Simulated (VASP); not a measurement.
# Al2Si (P4_2/mmc) in VASP: a series of runs

Runs on Al2Si. Level: PBE. Tasks: single point, relaxation of cell and atoms.

All numbers are computed with VASP 6.6.1; they aren't measurements. Logs are shortened: lines on timing, memory, paths and dates and some standing lists are left out, and cuts for length are marked.

## 1. The cell of the first run

It takes space group P4_2/mmc (No. 131, tetragonal). The conventional cell has a = 5.072 Å, b = 5.072 Å, c = 4.660 Å, α = 90.00°, β = 90.00°, γ = 90.00°. Al (site symmetry m2m) has 6 Al at 2.54 to 2.94 Å and 4 Si at 2.65 to 2.84 Å within 3.3 Å. Si (site symmetry mmm) has 8 Al at 2.65 to 2.84 Å within 3.5 Å.

## 2. Single point, PBE

Contents of INCAR:

```
SYSTEM = Al2Si
PREC = Accurate
ENCUT = 520
EDIFF = 1E-6
ISMEAR = 0
SIGMA = 0.1
LREAL = .False.
LASPH = .True.
NELM = 60
ALGO = Fast
ISIF = 2
LWAVE = .False.
LCHARG = .False.
GGA = PE
NBANDS = 19
```

Contents of KPOINTS:

```
regular mesh
0
Gamma
  8 8 8
  0 0 0
```

Contents of POSCAR:

```
Al2Si
1.0
    5.0718357330      0.0000000000      0.0000000000
    0.0000000000      5.0718357330      0.0000000000
    0.0000000000      0.0000000000      4.6596430179
Al Si
4 2
Direct
    0.2499741803      0.5000000000      0.0000000000
    0.7500258197      0.5000000000      0.0000000000
    0.5000000000      0.2499741803      0.5000000000
    0.5000000000      0.7500258197      0.5000000000
    0.0000000000      0.5000000000      0.5000000000
    0.5000000000      0.0000000000      0.0000000000
```

Potentials or basis: VASP PAW PBE potentials, release 64 (Al, Si).

Run with:

```bash
cat potpaw_PBE.64/Al/POTCAR potpaw_PBE.64/Si/POTCAR > POTCAR
mpirun -np 1 vasp_std > vasp.out
```

OUTCAR:

```text
SYSTEM = Al2Si
   PREC = Accurate
   ENCUT = 520
   EDIFF = 1E-6
   ISMEAR = 0
   LREAL = .False.
   LASPH = .True.
   NELM = 60
   ISIF = 2
   GGA = PE

 ion  position               nearest neighbor table
   1  0.250  0.500  0.000-   2 2.54   2 2.54   5 2.65   5 2.65   6 2.84   6 2.84   3 2.94   4 2.94
                             3 2.94   4 2.94
   2  0.750  0.500  0.000-   1 2.54   1 2.54   5 2.65   5 2.65   6 2.84   6 2.84   4 2.94   3 2.94
                             4 2.94   3 2.94
   3  0.500  0.250  0.500-   4 2.54   4 2.54   6 2.65   6 2.65   5 2.84   5 2.84   1 2.94   2 2.94
                             2 2.94   1 2.94
   4  0.500  0.750  0.500-   3 2.54   3 2.54   6 2.65   6 2.65   5 2.84   5 2.84   2 2.94   2 2.94
                             1 2.94   1 2.94
   5  0.000  0.500  0.500-   1 2.65   2 2.65   1 2.65   2 2.65   3 2.84   4 2.84   3 2.84   4 2.84

   6  0.500  0.000  0.000-   3 2.65   4 2.65   3 2.65   4 2.65   1 2.84   2 2.84   1 2.84   2 2.84

  LATTYP: Found a simple tetragonal cell.
 ALAT       =     5.0718357330
 C/A-ratio  =     0.9187290881

  Lattice vectors:

 A1 = (   5.0718357330,   0.0000000000,   0.0000000000)
 A2 = (   0.0000000000,   5.0718357330,   0.0000000000)
 A3 = (   0.0000000000,   0.0000000000,   4.6596430179)

Analysis of symmetry for initial positions (statically):
=====================================================================
 Subroutine PRICEL returns:
 Original cell was already a primitive cell.

 Routine SETGRP: Setting up the symmetry group for a
 simple tetragonal supercell.

 Subroutine GETGRP returns: Found 16 space group operations
 (whereof  8 operations were pure point group operations)
 out of a pool of 16 trial point group operations.

The static configuration has the point symmetry D_2h.
 The point group associated with its full space group is D_4h.

Analysis of symmetry for dynamics (positions and initial velocities):
=====================================================================
 Subroutine PRICEL returns:
 Original cell was already a primitive cell.

 Routine SETGRP: Setting up the symmetry group for a
 simple tetragonal supercell.

 Subroutine GETGRP returns: Found 16 space group operations
 (whereof  8 operations were pure point group operations)
 out of a pool of 16 trial point group operations.

The dynamic configuration has the point symmetry D_2h.
 The point group associated with its full space group is D_4h.

 Subroutine INISYM returns: Found 16 space group operations
 (whereof  8 operations are pure point group operations),
 and found     1 'primitive' translations

----------------------------------------------------------------------------------------

                                     Primitive cell

  volume of cell :     119.8624

  direct lattice vectors                    reciprocal lattice vectors
     5.071835733  0.000000000  0.000000000     0.197167269  0.000000000  0.000000000
     0.000000000  5.071835733  0.000000000     0.000000000  0.197167269  0.000000000
     0.000000000  0.000000000  4.659643018     0.000000000  0.000000000  0.214608715

  length of vectors
     5.071835733  5.071835733  4.659643018     0.197167269  0.197167269  0.214608715

  position of ions in fractional coordinates (direct lattice)
     0.249974180  0.500000000  0.000000000
     0.750025820  0.500000000  0.000000000
     0.500000000  0.249974180  0.500000000
     0.500000000  0.750025820  0.500000000
     0.000000000  0.500000000  0.500000000
     0.500000000  0.000000000  0.000000000

  ion indices of the primitive-cell ions
   primitive index   ion index
                 1           1
                 2           2
                 3           3
                 4           4
                 5           5
                 6           6

----------------------------------------------------------------------------------------

 KPOINTS: regular mesh

Automatic generation of k-mesh.
 Grid dimensions read from file:
 generate k-points for:    8    8    8

 Generating k-lattice:

  Cartesian coordinates                     Fractional coordinates (reciprocal lattice)
     0.024645909  0.000000000  0.000000000     0.125000000  0.000000000  0.000000000
     0.000000000  0.024645909  0.000000000     0.000000000  0.125000000  0.000000000
     0.000000000  0.000000000  0.026826089     0.000000000  0.000000000  0.125000000

  Length of vectors
     0.024645909  0.024645909  0.026826089

  Shift w.r.t. Gamma in fractional coordinates (k-lattice)
     0.000000000  0.000000000  0.000000000

 Subroutine IBZKPT returns following result:
 ===========================================

 Found     75 irreducible k-points:

 Following reciprocal coordinates:
            Coordinates               Weight
  0.000000  0.000000  0.000000      1.000000
  0.125000  0.000000  0.000000      4.000000
  0.250000  0.000000  0.000000      4.000000
  0.375000  0.000000  0.000000      4.000000
  0.500000  0.000000  0.000000      2.000000
  0.125000  0.125000  0.000000      4.000000
[... 16 lines left out ...]
  0.375000  0.125000  0.125000     16.000000
  0.500000  0.125000  0.125000      8.000000
 [... further k-points ...]
   k-points           NKPTS =     75   k-points in BZ     NKDIM =     75   number of bands    NBANDS=     19
   number of dos      NEDOS =    301   number of ions     NIONS =      6
   total plane-waves  NPLWV =  57600
   dimension x,y,z NGX =    40 NGY =   40 NGZ =   36
   dimension x,y,z NGXF=    80 NGYF=   80 NGZF=   72
   ions per type =               4   2
   NGX,Y,Z   is equivalent  to a cutoff of  13.11, 13.11, 12.84 a.u.
   NGXF,Y,Z  is equivalent  to a cutoff of  26.22, 26.22, 25.69 a.u.
 SYSTEM =  Al2Si
   PREC   = accura    normal or accurate (medium, high low for compatibility)
   ISTART =      0    job   : 0-new  1-cont  2-samecut
   ICHARG =      2    charge: 1-file 2-atom 10-const
   ISPIN  =      1    spin polarized calculation?
   LNONCOLLINEAR =      F non collinear calculations
   LSORBIT =      F    spin-orbit coupling
   LASPH  =      T    aspherical Exc in radial PAW
   ENCUT  =  520.0 eV  38.22 Ry    6.18 a.u.   9.43  9.43  8.66*2*pi/ulx,y,z
   NELM   =     60;   NELMIN=  2; NELMDL= -5     # of ELM steps
   EDIFF  = 0.1E-05   stopping-criterion for ELM
   LREAL  =      F    real-space projection
   EDIFFG = 0.1E-04   stopping-criterion for IOM
   NSW    =      0    number of steps for IOM
   IBRION =     -1    ionic relax: 0-MD 1-quasi-New 2-CG
   NFREE  =      0    steps in history (QN), initial steepest desc. (CG)
   ISIF   =      2    stress and relaxation
   ISYM   =      2    0-nonsym 1-usesym 2-fastsym
   POTIM  = 0.5000    time-step for ionic-motion
   TEBEG  =    0.0;   TEEND  =   0.0 temperature during run
   PSTRESS=    0.0 pullay stress
   NELECT =      20.0000    total number of electrons
   NUPDOWN=      -1.0000    fix difference up-down
   EMIN   =  10.00;   EMAX   =-10.00  energy-range for DOS
   EFERMI =   0.00;   METHOD = LEGACY
   ISMEAR =     0;   SIGMA  =   0.10  broadening in eV -4-tet -1-fermi 0-gaus
   EFERMI_NEDOS =   21; number of points for ismear=-14 and -15
   IALGO  =     68    algorithm
   IMIX   =      4    mixing-type and parameters
     AMIX     =   0.40;   BMIX     =  1.00
     AMIX_MAG =   1.60;   BMIX_MAG =  1.00
  volume/ion in A,a.u.               =      19.98       134.81
  Fermi-wavevector in a.u.,A,eV,Ry     =   0.901275  1.703162 11.051958  0.812296
  Thomas-Fermi vector in A             =   2.024335
   LORBIT       =      0    0 simple, 1 ext, 2 COOP (PROOUT), +10 PAW based schemes
   GGA     = PE    functional components
   LHFCALC =     F    Hartree Fock is set to
   AEXX    =    0.0000 exact exchange contribution
   IVDW    =     0    specifies the selected vdW correction
   LEPSILON=     F    determine dielectric tensor
   LRPA    =     F    only Hartree local field effects (RPA)
 non-spin polarized calculation
 RMM-DIIS sequential band-by-band and
 Gauss-broadening in eV      SIGMA  =   0.10
  energy-cutoff  :      520.00
  volume of cell :      119.86
 maximum number of plane-waves:      3244
 NGX is ok and might be reduce to    40
   NGX = 19   NGY = 19   NGZ = 17

 number of electron      20.0000000 magnetization

 Free energy of the ion-electron system (eV)
  ---------------------------------------------------
  ext. energy  EPLUGINS =         0.00000000
  ---------------------------------------------------
  free energy    TOTEN  =       -23.72619817 eV

  energy without entropy =      -23.71430435  energy(sigma->0) =      -23.72025126

 E-fermi :   5.8496     XC(G=0):  -9.2996

 val. band max:        5.8252118965   @ k =   0.2500   0.1250   0.0000
 cond. band min:       5.8525721488   @ k =   0.2500   0.2500   0.1250
 fundamental gap:      0.0273602523
 Fermi energy:         5.8496285943

 k-point     1 :       0.0000    0.0000    0.0000
  band No.  band energies     occupation
      1      -5.3667      2.00000
      2      -1.8115      2.00000
      3       0.9076      2.00000
      4       0.9076      2.00000
      5       1.2238      2.00000
      6       1.7974      2.00000
[... 11 lines left out ...]
     18       9.0569      0.00000
     19       9.7018      0.00000

 k-point     2 :       0.1250    0.0000    0.0000
  band No.  band energies     occupation
      1      -5.2932      2.00000
      2      -2.0186      2.00000
      3       0.5379      2.00000
      4       0.9624      2.00000
      5       1.2915      2.00000
      6       1.9214      2.00000
[... 11 lines left out ...]
     18       9.4807      0.00000
     19      10.4247      0.00000

 k-point     3 :       0.2500    0.0000    0.0000
  band No.  band energies     occupation
      1      -5.0813      2.00000
      2      -2.5449      2.00000
      3       0.2743      2.00000
      4       1.1114      2.00000
      5       1.4867      2.00000
      6       2.1054      2.00000
[... 434 lines left out ...]
      1      -4.5929      2.00000
      2      -3.0321      2.00000
      3      -0.4643      2.00000
      4       0.6038      2.00000
      5       2.0579      2.00000
      6       2.3469      2.00000
[... 11 lines left out ...]
     18      10.5342      0.00000
     19      11.4286      0.00000

 k-point    24 :       0.5000    0.1250    0.1250
  band No.  band energies     occupation
      1      -4.3863      2.00000
      2      -3.3315      2.00000
      3      -0.4810      2.00000
      4       0.7862      2.00000
      5       1.7949      2.00000
      6       2.4204      2.00000
[... 11 lines left out ...]
     18      10.5395      0.00000
     19      11.5754      0.00000

 [... further k-points ...]
[... 5 lines left out ...]
  --------------------------------------------------------------------------------------
  -------------------------------------------------------------------------------------
  Total       -0.0354487     -0.0354487     -0.0255413     -0.0000000      0.0000000      0.0000000
  in kB       -0.4738353     -0.4738353     -0.3414050     -0.0000000      0.0000000      0.0000000
  external PRESSURE =      -0.4296919 kB  Pullay stress =       0.0000000 kB

 VOLUME and BASIS-vectors are now :
 -----------------------------------------------------------------------------
  energy-cutoff  :      520.00
  volume of cell :      119.86
      direct lattice vectors                 reciprocal lattice vectors
     5.071835733  0.000000000  0.000000000     0.197167269  0.000000000  0.000000000
     0.000000000  5.071835733  0.000000000     0.000000000  0.197167269  0.000000000
     0.000000000  0.000000000  4.659643018     0.000000000  0.000000000  0.214608715

 POSITION                                       TOTAL-FORCE (eV/Angst)
 -----------------------------------------------------------------------------------
      1.26783      2.53592      0.00000        -0.000979      0.000000      0.000000
      3.80401      2.53592      0.00000         0.000979      0.000000     -0.000000
      2.53592      1.26783      2.32982         0.000000     -0.000979      0.000000
      2.53592      3.80401      2.32982        -0.000000      0.000979     -0.000000
      0.00000      2.53592      2.32982        -0.000000      0.000000      0.000000
      2.53592      0.00000      0.00000        -0.000000      0.000000      0.000000
 -----------------------------------------------------------------------------------
    total drift:                                0.000000      0.000000      0.000000

  FREE ENERGIE OF THE ION-ELECTRON SYSTEM (eV)
  ---------------------------------------------------
  free  energy   TOTEN  =       -23.7261981661 eV

  energy  without entropy=      -23.7143043523  energy(sigma->0) =      -23.72025126
```

Run time: 3.2 min. Hardware: 1 thread of Intel Xeon 6975P-C, shared host; peak memory 0.31 GiB.

Results:

- Free energy: -23.7262 eV
- Pressure: 0.0 GPa
- Band gap on the k mesh: zero (band 10 reaches 8.46 eV, above the bottom of band 11 at 5.32 eV)

Levels at points of the mesh, in eV from the Fermi level:
```csv
k point,band 7,band 8,band 9,band 10,band 11,band 12,band 13,band 14
"(0.00, 0.00, 0.00)",-3.98,-1.44,-0.15,-0.04,-0.04,1.21,1.71,1.71
"(0.50, 0.00, 0.00)",-2.88,-2.42,-2.05,-1.14,0.72,0.85,2.07,2.34
"(0.50, 0.50, 0.00)",-2.77,-2.40,-1.93,-1.93,0.96,1.90,1.90,2.12
"(0.00, 0.00, 0.50)",-2.69,-2.69,-2.46,-2.46,2.47,2.47,2.77,2.77
"(0.50, 0.00, 0.50)",-3.61,-1.59,-1.03,-0.44,0.27,1.14,2.43,3.62
"(0.50, 0.50, 0.50)",-2.46,-2.46,2.35,2.35,3.36,3.36,3.40,3.40
```

## 3. Relaxation of cell and atoms, PBE

This run uses another cell than the first one, of 20.10 Å³/atom, 1.006 times its volume.

Contents of INCAR:

```
ALGO     = Fast           # electronic algorithm
EDIFF    = 1E-6           # SCF threshold, eV
EDIFFG   = -0.01          # ionic threshold
ENCUT    = 600            # plane-wave cutoff, eV
GGA      = PE             # functional
IBRION   = 2              # ionic algorithm
ISIF     = 3              # what is computed and relaxed
ISMEAR   = 0              # smearing method
LASPH    = T              # aspherical terms in the spheres
LCHARG   = F              # write CHGCAR
LREAL    = F              # projectors in reciprocal space
LWAVE    = F              # write WAVECAR
NELM     = 100            # most SCF steps
NSW      = 100            # ionic steps
PREC     = Accurate       # precision mode
SIGMA    = 0.1            # smearing width, eV
```

Contents of KPOINTS:

```
k-points
0
Gamma
  8 8 8
```

Contents of POSCAR:

```
Al2Si
1.0
    5.0730006351      0.0000000000      0.0000000000
    0.0000000000      5.0730006351      0.0000000000
    0.0000000000      0.0000000000      4.6867054369
Al Si
4 2
Direct
    0.2520041595      0.5000000000      0.0000000000
    0.7479958405      0.5000000000      0.0000000000
    0.5000000000      0.2520041595      0.5000000000
    0.5000000000      0.7479958405      0.5000000000
    0.0000000000      0.5000000000      0.5000000000
    0.5000000000      0.0000000000      0.0000000000
```

Potentials or basis: VASP PAW PBE potentials, release 64 (Al, Si).

Run with:

```bash
cat potpaw_PBE.64/Al/POTCAR potpaw_PBE.64/Si/POTCAR > POTCAR
mpirun -np 1 vasp_std > vasp.out
```

It took 6.1 min on 1 thread of Intel Xeon 6975P-C, shared host; peak memory 0.35 GiB.

The run converged. Its results:

| Item | Value |
| --- | --- |
| Free energy | -23.7265 eV |
| Relaxed volume | 19.96 Å³/atom |
| Relaxed cell | a = 5.069 Å, b = 5.069 Å, c = 4.662 Å, α = 90.00°, β = 90.00°, γ = 90.00° |
| Space group after relaxing (to 0.05 Å) | P4_2/mmc (No. 131) |
| Energy gained by relaxing | 1.2 meV/atom |
| Ionic steps | 4 |
| Pressure after relaxing | 0.0 GPa |
| Band gap on the k mesh | zero (band 10 reaches 8.47 eV, above the bottom of band 11 at 5.32 eV) |

Forces in eV/Å, atoms in the order of the input:
```
Al   0.003  0.000  0.000
Al  -0.003  0.000  0.000
Al   0.000  0.003  0.000
Al   0.000 -0.003  0.000
Si   0.000  0.000  0.000
Si   0.000  0.000  0.000
```

Stress tensor (GPa, compression positive):
```
 0.03  0.00  0.00
 0.00  0.03  0.00
 0.00  0.00 -0.05
```

Step by step:
```tsv
step	energy change (eV)	largest force (eV/Å)	pressure (GPa)	volume (Å³)
1	0.0000	0.2457	-0.41	120.61
2	-0.0069	0.0314	0.04	119.72
3	-0.0070	0.0069	0.00	119.80
4	-0.0070	0.0030	0.00	119.79
```

Final structure:
```
CELL_PARAMETERS angstrom
5.06904 0.00000 0.00000
0.00000 5.06904 0.00000
0.00000 0.00000 4.66193
ATOMIC_POSITIONS crystal
Al 0.24992 0.50000 0.00000
Al 0.75008 0.50000 0.00000
Al 0.50000 0.24992 0.50000
Al 0.50000 0.75008 0.50000
Si 0.00000 0.50000 0.50000
Si 0.50000 0.00000 0.00000
```

Levels at points of the mesh, in eV from the Fermi level:
```
           k point  band 7  band 8  band 9  band 10  band 11  band 12  band 13  band 14
(0.00, 0.00, 0.00)   -3.99   -1.44   -0.16    -0.04    -0.04     1.22     1.71     1.71
(0.50, 0.00, 0.00)   -2.88   -2.43   -2.05    -1.14     0.72     0.85     2.08     2.34
(0.50, 0.50, 0.00)   -2.77   -2.40   -1.94    -1.94     0.95     1.91     1.91     2.14
(0.00, 0.00, 0.50)   -2.68   -2.68   -2.45    -2.45     2.48     2.48     2.78     2.78
(0.50, 0.00, 0.50)   -3.60   -1.59   -1.03    -0.43     0.28     1.15     2.44     3.62
(0.50, 0.50, 0.50)   -2.46   -2.46    2.36     2.36     3.37     3.37     3.41     3.41
```
